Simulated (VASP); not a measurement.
# MgS (C2) in VASP: relaxation of cell and atoms with PBE

Aim: the relaxation of cell and atoms of MgS with PBE.

All numbers are computed with VASP 6.6.1; they aren't measurements. Logs are shortened: lines on timing, memory, paths and dates and some standing lists are left out, and cuts for length are marked.

### 1 The cell of the first run

It takes space group C2 (No. 5, monoclinic). The conventional cell has a = 5.490 Å, b = 6.670 Å, c = 5.577 Å, α = 90.00°, β = 116.64°, γ = 90.00°. Mg (site symmetry 1) has 3 S at 2.33 to 2.40 Å and 1 Mg at 2.51 Å within 3.1 Å. Within 3.0 Å of S (site symmetry 1) lie 1 S at 2.24 Å and 3 Mg at 2.33 to 2.40 Å.

The cell was built from a structure type or drawn by symmetry, and may not be a known phase.

### 2 Relaxation of cell and atoms, PBE

Contents of INCAR:

```
SYSTEM = MgS
PREC = Accurate
ENCUT = 600
EDIFF = 1E-6
ISMEAR = 0
SIGMA = 0.1
LREAL = .FALSE.
LASPH = .TRUE.
NELM = 80
ALGO = Normal
ISIF = 3
LWAVE = .FALSE.
LCHARG = .FALSE.
GGA = PE
IBRION = 2
NSW = 90
EDIFFG = -0.04
```

Contents of KPOINTS:

```
Automatic mesh
0
G
  4 4 4
  0 0 0
```

Contents of POSCAR:

```
MgS
1.0
    2.7447775300     -3.3348815000      0.0000000000
    2.7447775300      3.3348815000      0.0000000000
   -2.5007124800      0.0000000000      4.9849557500
Mg S
2 2
Direct
    0.7895701200      0.7957513300      0.7768867500
    0.2042486700      0.2104298800      0.2231132500
    0.5642106800      0.1962147700      0.6179265900
    0.8037852300      0.4357893200      0.3820734100
```

Potentials or basis: VASP PAW PBE potentials, release 64 (Mg, S).

On the command line:

```bash
$ cat potpaw_PBE.64/Mg/POTCAR potpaw_PBE.64/S/POTCAR > POTCAR
$ mpirun -np 1 vasp_std > vasp.out
```

OUTCAR:

```text
SYSTEM = MgS
   PREC = Accurate
   ENCUT = 600
   EDIFF = 1E-6
   ISMEAR = 0
   LREAL = .FALSE.
   LASPH = .TRUE.
   NELM = 80
   ISIF = 3
   GGA = PE
   IBRION = 2
   NSW = 90
   EDIFFG = -0.04

 ion  position               nearest neighbor table
   1  0.790  0.796  0.777-   4 2.33   3 2.38   3 2.40   2 2.51   2 3.31
   2  0.204  0.210  0.223-   3 2.33   4 2.38   4 2.40   1 2.51   1 3.31
   3  0.564  0.196  0.618-   4 2.24   2 2.33   1 2.38   1 2.40
   4  0.804  0.436  0.382-   3 2.24   1 2.33   2 2.38   2 2.40

  LATTYP: Found a base centered monoclinic cell.
 ALAT       =     5.4895550600
 B/A-ratio  =     1.2149915480
 C/A-ratio  =     1.0159361534
 COS(beta)  =    -0.4483944212

  Lattice vectors:

 A1 = (   2.7447775300,  -3.3348815000,   0.0000000000)
 A2 = (   2.7447775300,   3.3348815000,   0.0000000000)
 A3 = (  -2.5007124800,   0.0000000000,   4.9849557500)

Analysis of symmetry for initial positions (statically):
=====================================================================
 Subroutine PRICEL returns:
 Original cell was already a primitive cell.

 Routine SETGRP: Setting up the symmetry group for a
 base centered monoclinic supercell.

 Subroutine GETGRP returns: Found  2 space group operations
 (whereof  2 operations were pure point group operations)
 out of a pool of  4 trial point group operations.

The static configuration has the point symmetry C_2 .

Analysis of symmetry for dynamics (positions and initial velocities):
=====================================================================
 Subroutine PRICEL returns:
 Original cell was already a primitive cell.

 Routine SETGRP: Setting up the symmetry group for a
 base centered monoclinic supercell.

 Subroutine GETGRP returns: Found  2 space group operations
 (whereof  2 operations were pure point group operations)
 out of a pool of  4 trial point group operations.

The dynamic configuration has the point symmetry C_2 .

 Subroutine INISYM returns: Found  2 space group operations
 (whereof  2 operations are pure point group operations),
 and found     1 'primitive' translations

----------------------------------------------------------------------------------------

                                     Primitive cell

  volume of cell :      91.2597

  direct lattice vectors                    reciprocal lattice vectors
     2.744777530 -3.334881500  0.000000000     0.182164126 -0.149930365  0.091382978
     2.744777530  3.334881500  0.000000000     0.182164126  0.149930365  0.091382978
    -2.500712480  0.000000000  4.984955750     0.000000000  0.000000000  0.200603586

  length of vectors
     4.319171021  4.319171021  5.577037452     0.253009351  0.253009351  0.200603586

  position of ions in fractional coordinates (direct lattice)
     0.789570120  0.795751330  0.776886750
     0.204248670  0.210429880  0.223113250
     0.564210680  0.196214770  0.617926590
     0.803785230  0.435789320  0.382073410

  ion indices of the primitive-cell ions
   primitive index   ion index
                 1           1
                 2           2
                 3           3
                 4           4

----------------------------------------------------------------------------------------

 KPOINTS: Automatic mesh

Automatic generation of k-mesh.
 Grid dimensions read from file:
 generate k-points for:    4    4    4

 Generating k-lattice:

  Cartesian coordinates                     Fractional coordinates (reciprocal lattice)
     0.045541032 -0.037482591  0.022845745     0.250000000 -0.000000000 -0.000000000
     0.045541032  0.037482591  0.022845745    -0.000000000  0.250000000 -0.000000000
     0.000000000  0.000000000  0.050150897     0.000000000  0.000000000  0.250000000

  Length of vectors
     0.063252338  0.063252338  0.050150897

  Shift w.r.t. Gamma in fractional coordinates (k-lattice)
     0.000000000  0.000000000  0.000000000

 Subroutine IBZKPT returns following result:
 ===========================================

 Found     24 irreducible k-points:

 Following reciprocal coordinates:
            Coordinates               Weight
  0.000000  0.000000  0.000000      1.000000
  0.250000 -0.000000  0.000000      4.000000
  0.500000 -0.000000  0.000000      2.000000
  0.250000  0.250000  0.000000      2.000000
  0.500000  0.250000  0.000000      4.000000
 -0.250000  0.250000  0.000000      2.000000
[... 16 lines left out ...]
 -0.250000  0.250000  0.500000      2.000000
  0.500000  0.500000  0.500000      1.000000
   k-points           NKPTS =     24   k-points in BZ     NKDIM =     24   number of bands    NBANDS=     12
   number of dos      NEDOS =    301   number of ions     NIONS =      4
   total plane-waves  NPLWV =  62208
   dimension x,y,z NGX =    36 NGY =   36 NGZ =   48
   dimension x,y,z NGXF=    72 NGYF=   72 NGZF=   96
   ions per type =               2   2
   NGX,Y,Z   is equivalent  to a cutoff of  13.86, 13.86, 14.31 a.u.
   NGXF,Y,Z  is equivalent  to a cutoff of  27.71, 27.71, 28.62 a.u.
 SYSTEM =  MgS
   PREC   = accura    normal or accurate (medium, high low for compatibility)
   ISTART =      0    job   : 0-new  1-cont  2-samecut
   ICHARG =      2    charge: 1-file 2-atom 10-const
   ISPIN  =      1    spin polarized calculation?
   LNONCOLLINEAR =      F non collinear calculations
   LSORBIT =      F    spin-orbit coupling
   LASPH  =      T    aspherical Exc in radial PAW
   ENCUT  =  600.0 eV  44.10 Ry    6.64 a.u.   8.63  8.63 11.14*2*pi/ulx,y,z
   NELM   =     80;   NELMIN=  2; NELMDL= -5     # of ELM steps
   EDIFF  = 0.1E-05   stopping-criterion for ELM
   LREAL  =      F    real-space projection
   EDIFFG = -.4E-01   stopping-criterion for IOM
   NSW    =     90    number of steps for IOM
   IBRION =      2    ionic relax: 0-MD 1-quasi-New 2-CG
   NFREE  =      1    steps in history (QN), initial steepest desc. (CG)
   ISIF   =      3    stress and relaxation
   ISYM   =      2    0-nonsym 1-usesym 2-fastsym
   POTIM  = 0.5000    time-step for ionic-motion
   TEBEG  =    0.0;   TEEND  =   0.0 temperature during run
   PSTRESS=    0.0 pullay stress
   NELECT =      16.0000    total number of electrons
   NUPDOWN=      -1.0000    fix difference up-down
   EMIN   =  10.00;   EMAX   =-10.00  energy-range for DOS
   EFERMI =   0.00;   METHOD = LEGACY
   ISMEAR =     0;   SIGMA  =   0.10  broadening in eV -4-tet -1-fermi 0-gaus
   EFERMI_NEDOS =   21; number of points for ismear=-14 and -15
   IALGO  =     38    algorithm
   IMIX   =      4    mixing-type and parameters
     AMIX     =   0.40;   BMIX     =  1.00
     AMIX_MAG =   1.60;   BMIX_MAG =  1.00
  volume/ion in A,a.u.               =      22.81       153.96
  Fermi-wavevector in a.u.,A,eV,Ry     =   0.916267  1.731493 11.422697  0.839545
  Thomas-Fermi vector in A             =   2.041103
   LORBIT       =      0    0 simple, 1 ext, 2 COOP (PROOUT), +10 PAW based schemes
   GGA     = PE    functional components
   LHFCALC =     F    Hartree Fock is set to
   AEXX    =    0.0000 exact exchange contribution
   IVDW    =     0    specifies the selected vdW correction
   LEPSILON=     F    determine dielectric tensor
   LRPA    =     F    only Hartree local field effects (RPA)
 conjugate gradient relaxation of ions
 non-spin polarized calculation
 Gauss-broadening in eV      SIGMA  =   0.10
  energy-cutoff  :      600.00
  volume of cell :       91.26
 maximum number of plane-waves:      3063
 NGX is ok and might be reduce to    36
   NGX = 17   NGY = 17   NGZ = 23

--------------------------------------- Ionic step        1  -------------------------------------------

 number of electron      16.0000000 magnetization

 Free energy of the ion-electron system (eV)
  ---------------------------------------------------
  ext. energy  EPLUGINS =         0.00000000
  ---------------------------------------------------
  free energy    TOTEN  =       -11.64005508 eV

  energy without entropy =      -11.63145394  energy(sigma->0) =      -11.63575451

------------------------ aborting loop because EDIFF is reached ----------------------------------------

  FORCE on cell =-STRESS in cart. coord.  units (eV):
  Direction    XX          YY          ZZ          XY          YZ          ZX
  --------------------------------------------------------------------------------------
  -------------------------------------------------------------------------------------
  Total        3.6552661      4.6352885      9.6690144      0.0000000      0.0000000      3.3995041
  in kB       64.1727603     81.3782772    169.7516212      0.0000000      0.0000000     59.6825389
  external PRESSURE =     105.1008862 kB  Pullay stress =       0.0000000 kB
[... 95 lines left out ...]
  FREE ENERGIE OF THE ION-ELECTRON SYSTEM (eV)
  ---------------------------------------------------
  free  energy   TOTEN  =       -12.5053045972 eV

  energy  without entropy=      -12.4973450223  energy(sigma->0) =      -12.50132481

 E-fermi :   3.5796     XC(G=0):  -9.3642

 val. band max:        3.1150260573   @ k =   0.0000   0.0000   0.0000
 cond. band min:       5.7107000994   @ k =   0.0000   0.0000   0.0000
 fundamental gap:      2.5956740421
 Fermi energy:         3.5796142060

 k-point     1 :       0.0000    0.0000    0.0000
  band No.  band energies     occupation
      1      -9.2132      2.00000
      2      -7.6351      2.00000
      3      -0.6865      2.00000
      4       1.0473      2.00000
      5       1.7563      2.00000
      6       2.9801      2.00000
      7       3.0194      2.00000
      8       3.1150      2.00000
      9       5.7107      0.00000
     10       6.3482      0.00000
     11       7.5488      0.00000
     12      10.5698      0.00000
[... 331 lines left out ...]
 k-point    24 :       0.5000    0.5000    0.5000
  band No.  band energies     occupation
      1      -7.8012      2.00000
      2      -7.7853      2.00000
      3       0.1421      2.00000
      4       0.1702      2.00000
      5       0.2840      2.00000
      6       0.3210      2.00000
      7       0.7691      2.00000
      8       0.7746      2.00000
      9       8.5036      0.00000
     10       8.5091      0.00000
     11      10.5490      0.00000
     12      10.9110      0.00000

[... ionic steps 4 to 34 ...]

--------------------------------------- Ionic step       35  -------------------------------------------

 number of electron      16.0000000 magnetization

------------------------ aborting loop because EDIFF is reached ----------------------------------------
[... 71 lines left out ...]
--------------------------------------- Ionic step       37  -------------------------------------------

 number of electron      16.0000000 magnetization

 Free energy of the ion-electron system (eV)
  ---------------------------------------------------
  ext. energy  EPLUGINS =         0.00000000
  ---------------------------------------------------
  free energy    TOTEN  =       -16.97393701 eV

  energy without entropy =      -16.97393701  energy(sigma->0) =      -16.97393701

 E-fermi :   4.1111     XC(G=0):  -9.6429

 val. band max:        3.6526446596   @ k =   0.0000   0.0000   0.0000
 cond. band min:       6.3687920608   @ k =   0.0000   0.0000   0.0000
 fundamental gap:      2.7161474012
 Fermi energy:         4.1111070471

 k-point     1 :       0.0000    0.0000    0.0000
  band No.  band energies     occupation
      1      -8.9662      2.00000
      2      -7.3078      2.00000
      3      -0.4964      2.00000
      4       1.9652      2.00000
      5       1.9657      2.00000
      6       3.6237      2.00000
      7       3.6511      2.00000
      8       3.6526      2.00000
      9       6.3688      0.00000
     10       7.2679      0.00000
     11       8.0517      0.00000
     12      11.5765      0.00000
[... 374 lines left out ...]
  FREE ENERGIE OF THE ION-ELECTRON SYSTEM (eV)
  ---------------------------------------------------
  free  energy   TOTEN  =       -16.9739370058 eV

  energy  without entropy=      -16.9739370058  energy(sigma->0) =      -16.97393701

 reached required accuracy - stopping structural energy minimisation
```

It took 12 min on 1 thread of AMD EPYC 7R13, shared host; peak memory 0.25 GiB.

What came out:

- Free energy: -16.9739 eV
- Relaxed volume: 17.79 Å³/atom
- Relaxed cell: a = 3.699 Å, b = 3.699 Å, c = 5.201 Å, α = 89.95°, β = 89.95°, γ = 90.00°
- Space group after relaxing (to 0.1 Å): Fm-3m (No. 225)
- Energy gained by relaxing: 1333.5 meV/atom
- Ionic steps: 37
- Pressure after relaxing: 0.2 GPa
- Largest force after relaxing: 0.035 eV/Å
- Band gap on the k mesh: 2.72 eV

Forces on the atoms (eV/Å):
```
Mg   0.024  0.026  0.002
Mg  -0.024  0.026 -0.002
S    0.003 -0.026  0.004
S   -0.003 -0.026 -0.004
```

Step by step:
```tsv
step	energy change (eV)	largest force (eV/Å)	pressure (GPa)	volume (Å³)
1	0.0000	1.5312	10.51	91.26
2	-0.8647	0.7712	-1.75	112.18
3	-0.8652	0.7618	-1.56	111.59
4	-1.0454	0.7535	-1.30	109.49
5	-1.2581	1.8986	0.30	104.09
6	-1.3794	2.1339	0.07	103.37
7	-1.8202	2.8534	-0.62	101.03
8	-2.8222	3.1749	-1.69	95.72
9	-3.3875	1.8830	0.40	82.89
10	-3.4800	2.5297	-0.67	86.52
11	-3.6770	1.9970	-1.00	85.58
12	-3.9016	0.6435	-0.95	83.05
13	-4.0818	0.5788	-0.96	82.84
14	-4.4997	0.4516	-0.72	82.01
15	-4.7955	0.5567	0.74	79.41
16	-4.7993	0.5242	0.50	79.78
17	-4.8754	0.4344	-0.68	80.05
18	-4.9578	0.4340	-2.54	80.51
19	-5.0437	0.4990	-1.32	78.01
20	-5.1016	0.5786	1.31	74.39
21	-5.1635	0.3224	0.95	73.93
22	-5.1663	0.2461	0.97	73.80
23	-5.1839	0.1957	-0.42	74.97
24	-5.1858	0.1788	-1.00	75.52
25	-5.1985	0.1770	-0.56	74.78
26	-5.2116	0.2304	0.60	73.09
27	-5.2213	0.2262	0.49	72.95
28	-5.2480	0.2345	0.22	72.53
29	-5.2823	0.2886	0.06	71.63
30	-5.2824	0.3089	0.17	71.31
31	-5.2834	0.2988	0.10	71.47
32	-5.3029	0.2581	-0.02	71.44
33	-5.3078	0.2541	0.02	71.40
34	-5.3193	0.1983	-0.04	71.44
35	-5.3307	0.0876	-0.12	71.51
36	-5.3338	0.0403	0.16	71.22
37	-5.3339	0.0350	0.22	71.17
```

Final structure:
```
CELL_PARAMETERS angstrom
2.54894 -2.61555 0.58728
2.54894 2.61555 0.58728
-1.16116 0.00000 5.07001
ATOMIC_POSITIONS crystal
Mg 0.83889 0.65602 0.75020
Mg 0.34398 0.16111 0.24980
S 0.33818 0.15924 0.74988
S 0.84076 0.66182 0.25012
```

Levels at points of the mesh, in eV from the valence-band top:
| k point | band 4 | band 5 | band 6 | band 7 | band 8 | band 9 | band 10 | band 11 | band 12 |
| --- | --- | --- | --- | --- | --- | --- | --- | --- | --- |
| (0.00, 0.00, 0.00) | -1.69 | -1.69 | -0.03 | 0.00 | 0.00 | 2.72 | 3.62 | 4.40 | 7.92 |
| (0.50, 0.00, 0.00) | -3.64 | -2.32 | -2.31 | -0.64 | -0.63 | 5.62 | 5.64 | 7.49 | 7.50 |
| (0.50, 0.50, 0.00) | -4.15 | -1.69 | -1.69 | -1.64 | -1.64 | 2.74 | 2.75 | 4.42 | 4.42 |
| (0.00, 0.00, 0.50) | -2.55 | -0.97 | -0.97 | -0.97 | -0.97 | 4.96 | 4.96 | 5.64 | 5.64 |
| (0.50, 0.00, 0.50) | -4.79 | -0.60 | -0.59 | -0.58 | -0.58 | 4.51 | 4.52 | 6.85 | 6.85 |
| (0.50, 0.50, 0.50) | -3.19 | -3.19 | -3.19 | -2.37 | -2.37 | 5.23 | 5.23 | 7.95 | 7.95 |

Caveat: the volume moved by over 15 % at a fixed basis, so the end points are rough.
